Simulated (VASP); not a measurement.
# ZnCd2Se3 (Pmmm) in VASP: a series of runs, part 2 of 2

VASP 6.6.1. Earlier steps stand in the parts before.

**3. Single point, PBE**

This run uses another cell than the first one, of 30.78 Å³/atom, 1.070 times its volume.

Input file INCAR:

```
SYSTEM = ZnCd2Se3
PREC = Accurate
ENCUT = 520
EDIFF = 1E-6
ISMEAR = 0
SIGMA = 0.1
LREAL = .False.
LASPH = .True.
NELM = 100
ALGO = Normal
ISIF = 2
LWAVE = .False.
LCHARG = .False.
GGA = PE
NBANDS = 36
```

Input file KPOINTS:

```
regular mesh
0
Gamma
  4 4 4
  0 0 0
```

Input file POSCAR:

```
ZnCd2Se3
1.0
    4.6772523346      0.0000000000      0.0000000000
    0.0000000000      5.6487169246      0.0000000000
    0.0000000000      0.0000000000      6.9907437738
Zn Cd Se
1 2 3
Direct
    0.5000000000      0.5000000000      0.0000000000
    0.0000000000      0.7633731942      0.0000000000
    0.0000000000      0.2366268058      0.0000000000
    0.0000000000      0.0000000000      0.5000000000
    0.5000000000      0.5000000000      0.3260240373
    0.5000000000      0.5000000000      0.6739759627
```

Potentials or basis: VASP PAW PBE potentials, release 64 (Zn, Cd, Se).

Launch:

```
cat potpaw_PBE.64/Zn/POTCAR potpaw_PBE.64/Cd/POTCAR potpaw_PBE.64/Se/POTCAR > POTCAR
mpirun -np 1 vasp_std > vasp.out
```

OUTCAR:

```text
SYSTEM = ZnCd2Se3
   PREC = Accurate
   ENCUT = 520
   EDIFF = 1E-6
   ISMEAR = 0
   LREAL = .False.
   LASPH = .True.
   NELM = 100
   ISIF = 2
   GGA = PE

 ion  position               nearest neighbor table
   1  0.500  0.500  0.000-   5 2.28   6 2.28   2 2.77   3 2.77   2 2.77   3 2.77
   2  0.000  0.763  0.000-   3 2.67   1 2.77   1 2.77   3 2.98
   3  0.000  0.237  0.000-   2 2.67   1 2.77   1 2.77   2 2.98
   4  0.000  0.000  0.500-
   5  0.500  0.500  0.326-   1 2.28   6 2.43
   6  0.500  0.500  0.674-   1 2.28   5 2.43

  LATTYP: Found a simple orthorhombic cell.
 ALAT       =     4.6772523346
 B/A-ratio  =     1.2076998461
 C/A-ratio  =     1.4946261766

  Lattice vectors:

 A1 = (   4.6772523346,   0.0000000000,   0.0000000000)
 A2 = (   0.0000000000,   5.6487169246,   0.0000000000)
 A3 = (   0.0000000000,   0.0000000000,   6.9907437738)

Analysis of symmetry for initial positions (statically):
=====================================================================
 Subroutine PRICEL returns:
 Original cell was already a primitive cell.

 Routine SETGRP: Setting up the symmetry group for a
 simple orthorhombic supercell.

[... 171 lines left out ...]
  free energy    TOTEN  =        -9.92381095 eV

  energy without entropy =       -9.88390438  energy(sigma->0) =       -9.90385767

 E-fermi :   0.4136     XC(G=0):  -8.4756

 val. band max:        0.4123081430   @ k =   0.2500   0.5000   0.5000
 cond. band min:       0.4136905011   @ k =   0.5000   0.0000   0.0000
 fundamental gap:      0.0013823581
 Fermi energy:         0.4135552818

 k-point     1 :       0.0000    0.0000    0.0000
  band No.  band energies     occupation
      1     -13.4583      2.00000
      2     -11.2382      2.00000
      3     -10.7010      2.00000
      4      -9.0112      2.00000
      5      -8.5111      2.00000
      6      -8.2914      2.00000
[... 925 lines left out ...]
     35       7.1985      0.00000
     36       7.4100      0.00000

 [... further k-points ...]
[... 5 lines left out ...]
  --------------------------------------------------------------------------------------
  -------------------------------------------------------------------------------------
  Total        0.0129449      0.5572520      0.5151531      0.0000000      0.0000000      0.0000000
  in kB        0.1122909      4.8339065      4.4687177      0.0000000      0.0000000      0.0000000
  external PRESSURE =       3.1383051 kB  Pullay stress =       0.0000000 kB

 VOLUME and BASIS-vectors are now :
 -----------------------------------------------------------------------------
  energy-cutoff  :      520.00
  volume of cell :      184.70
      direct lattice vectors                 reciprocal lattice vectors
     4.677252335  0.000000000  0.000000000     0.213800738  0.000000000  0.000000000
     0.000000000  5.648716925  0.000000000     0.000000000  0.177031353  0.000000000
     0.000000000  0.000000000  6.990743774     0.000000000  0.000000000  0.143046296

 POSITION                                       TOTAL-FORCE (eV/Angst)
 -----------------------------------------------------------------------------------
      2.33863      2.82436      0.00000        -0.000000      0.000000      0.000000
      0.00000      4.31208      0.00000         0.000000      0.015528      0.000000
      0.00000      1.33664      0.00000        -0.000000     -0.015528      0.000000
      0.00000      0.00000      3.49537        -0.000000      0.000000      0.000000
      2.33863      2.82436      2.27915        -0.000000      0.000000      0.060871
      2.33863      2.82436      4.71159        -0.000000      0.000000     -0.060871
 -----------------------------------------------------------------------------------
    total drift:                                0.000000      0.000000     -0.000000

  FREE ENERGIE OF THE ION-ELECTRON SYSTEM (eV)
  ---------------------------------------------------
  free  energy   TOTEN  =        -9.9238109518 eV

  energy  without entropy=       -9.8839043849  energy(sigma->0) =       -9.90385767
```

OSZICAR:

```text
N       E                     dE             d eps       ncg     rms          rms(c)
DAV:   1     0.383492307939E+03    0.38349E+03   -0.24248E+04  1944   0.141E+03
DAV:   2     0.212274468840E+02   -0.36226E+03   -0.34983E+03  2088   0.341E+02
DAV:   3    -0.108185394783E+02   -0.32046E+02   -0.31306E+02  2300   0.102E+02
DAV:   4    -0.116282926946E+02   -0.80975E+00   -0.79592E+00  2168   0.150E+01
DAV:   5    -0.116351887220E+02   -0.68960E-02   -0.68939E-02  2196   0.134E+00    0.749E+00
DAV:   6    -0.106082663735E+02    0.10269E+01   -0.21655E+01  2376   0.287E+01    0.854E+00
DAV:   7    -0.100495457462E+02    0.55872E+00   -0.83894E+00  2248   0.133E+01    0.435E+00
DAV:   8    -0.993930088681E+01    0.11024E+00   -0.63270E-01  2188   0.319E+00    0.248E+00
DAV:   9    -0.992450070597E+01    0.14800E-01   -0.11464E-01  2124   0.237E+00    0.595E-01
DAV:  10    -0.992352322213E+01    0.97748E-03   -0.91176E-03  2136   0.746E-01    0.233E-01
DAV:  11    -0.992351700864E+01    0.62135E-05   -0.16650E-03  2096   0.186E-01    0.119E-01
DAV:  12    -0.992376554664E+01   -0.24854E-03   -0.49361E-04  2104   0.118E-01    0.264E-02
DAV:  13    -0.992379950707E+01   -0.33960E-04   -0.56915E-05  2132   0.657E-02    0.155E-02
DAV:  14    -0.992380753164E+01   -0.80246E-05   -0.85203E-06  2092   0.230E-02    0.781E-03
DAV:  15    -0.992381069302E+01   -0.31614E-05   -0.52728E-06  1892   0.161E-02    0.170E-03
DAV:  16    -0.992381095181E+01   -0.25879E-06   -0.41574E-07  1376   0.513E-03
   1 F= -.99238110E+01 E0= -.99038577E+01  d E =-.399066E-01
```

stdout:

```text
POSCAR found type information on POSCAR ZnCdSe
 POSCAR found :  3 types and       6 ions
 scaLAPACK will be used
 LDA part: xc-table for (Slater+PW92), standard interpolation
 POSCAR, INCAR and KPOINTS ok, starting setup
 FFT: planning ... GRIDC
 FFT: planning ... GRID_SOFT
 FFT: planning ... GRID
 WAVECAR not read
 entering main loop
```

It took 2.4 min on 1 thread of Intel Xeon Platinum 8259CL at 2.50GHz (Skylake/Cascade Lake), shared host; peak memory 0.38 GiB.

What came out:

| Item | Value |
| --- | --- |
| Free energy | -9.9238 eV |
| Pressure | 0.3 GPa |
| Largest force | 0.061 eV/Å |
| Band gap on the k mesh | zero (band 27 reaches 0.71 eV, above the bottom of band 28 at -0.17 eV) |

Forces in eV/Å, atoms in the order of the input:
```
Zn   0.000  0.000  0.000
Cd   0.000  0.016  0.000
Cd   0.000 -0.016  0.000
Se   0.000  0.000  0.000
Se   0.000  0.000  0.061
Se   0.000  0.000 -0.061
```

Stress tensor (GPa, compression positive):
```
0.01 0.00 0.00
0.00 0.48 0.00
0.00 0.00 0.45
```

Levels at points of the mesh, in eV from the Fermi level:
```csv
k point,band 23,band 24,band 25,band 26,band 27,band 28,band 29,band 30,band 31,band 32
"(0.00, 0.00, 0.00)",-1.19,-0.56,-0.26,0.06,0.10,0.10,0.73,0.86,1.69,3.54
"(0.50, 0.00, 0.00)",-1.75,-0.88,-0.65,-0.31,0.00,0.34,0.73,0.74,2.01,2.13
"(0.00, 0.50, 0.00)",-1.58,-1.42,-0.28,-0.24,-0.21,0.14,0.31,2.35,3.78,3.97
"(0.50, 0.50, 0.00)",-1.64,-1.18,-1.02,-0.49,-0.16,0.35,0.38,1.06,1.27,5.17
"(0.00, 0.00, 0.50)",-1.82,-1.73,-1.32,0.17,0.29,0.54,1.83,2.09,2.38,2.63
"(0.50, 0.00, 0.50)",-2.02,-1.27,-0.93,-0.81,-0.59,-0.10,1.65,1.86,3.03,3.08
"(0.00, 0.50, 0.50)",-1.88,-1.13,-0.71,-0.18,-0.14,-0.05,1.05,3.32,3.52,4.16
"(0.50, 0.50, 0.50)",-2.88,-2.68,-1.79,0.20,0.22,0.30,0.54,2.00,3.44,4.67
```
